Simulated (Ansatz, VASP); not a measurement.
## GeS in VASP and in Ansatz

```
CELL_PARAMETERS angstrom
10.85958 0.00000 0.00000
0.00000 3.69100 0.00000
0.00000 0.00000 4.39453
ATOMIC_POSITIONS crystal
Ge 0.12756 0.25000 0.12916
Ge 0.37244 0.75000 0.62916
Ge 0.62756 0.25000 0.37084
Ge 0.87244 0.75000 0.87084
S 0.84709 0.25000 0.50376
S 0.65291 0.75000 0.00376
S 0.34709 0.25000 0.99624
S 0.15291 0.75000 0.49624
```

Alike in both runs: functional PBE; k mesh 2 × 5 × 4; no spin polarisation.

Ansatz relaxed the structure, and its values are those at the end. VASP's run is a single point on that final structure, the one shown.

```csv
,VASP,Ansatz
version,VASP 6.6.1,Ansatz 0.2.0
potentials or method,"VASP PAW PBE potentials, release 64 (Ge_d, S)","plane waves, PAW"
plane-wave cutoff (eV),500,420
occupations,"gaussian, width 0.01 eV",fixed
valence electrons in the cell,80,80
```

```csv
,VASP,Ansatz,Ansatz less VASP
pressure (GPa),-0.1,0.0,+0.09
rms of the force components (eV/Å),0.004,0.003,-0.0017
```
